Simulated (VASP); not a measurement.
Write the native input for VASP 6.6.1 that does the following.

```
Task                   : single point
Functional             : LDA
Potentials or basis    : VASP PAW LDA potentials, release 64 (Be, Sb, Si)
Cutoff                 : 520 eV
k mesh                 : 6 × 6 × 4
Occupations            : fermi-dirac, width 0.02 eV
Spin                   : no spin polarisation
Dipole correction      : no
Further INCAR settings : ALGO = Normal; EDIFF = 1e-07; NBANDS = 16
```

The structure of BeSiSb2 lies in POSCAR:

```
BeSiSb2
1.0
    4.1218505758      0.0000000000      0.0000000000
    0.0000000000      4.1218505758      0.0000000000
    0.0000000000      0.0000000000      5.7792125733
Be Sb Si
1 2 1
Direct
    0.0000000000      0.0000000000      0.0000000000
    0.0000000000      0.5000000000      0.2262088293
    0.5000000000      0.0000000000      0.7737911707
    0.5000000000      0.5000000000      0.5000000000
```

One way to write it, as run:

INCAR

```
ALGO = Normal ; EDIFF = 1E-7
ENCUT = 520 ; ISIF = 2
ISMEAR = -1 ; LASPH = True
LCHARG = False ; LREAL = False
LWAVE = False ; NBANDS = 16
NELM = 100 ; PREC = Accurate
SIGMA = 0.02
```

KPOINTS

```
k-points
0
Gamma
  6 6 4
```

Potentials or basis: VASP PAW LDA potentials, release 64 (Be, Sb, Si).

Launch:

```console
$ cat potpaw_LDA.64/Be/POTCAR potpaw_LDA.64/Sb/POTCAR potpaw_LDA.64/Si/POTCAR > POTCAR
$ mpirun -np 1 vasp_std > vasp.out
```

Results of the run:

| Item | Value |
| --- | --- |
| Pressure | -2.1 GPa |
| Largest force | 0.180 eV/Å |
| Band gap on the k mesh | zero (band 8 reaches 5.58 eV, above the bottom of band 9 at 5.44 eV) |

Caveat: spin-orbit coupling is left out, which moves the levels of the heavy elements.

Run time: 22 s on 1 thread of AMD EPYC 9R45 96-Core Processor (Zen 5), on a shared host, peak memory 0.17 GiB.
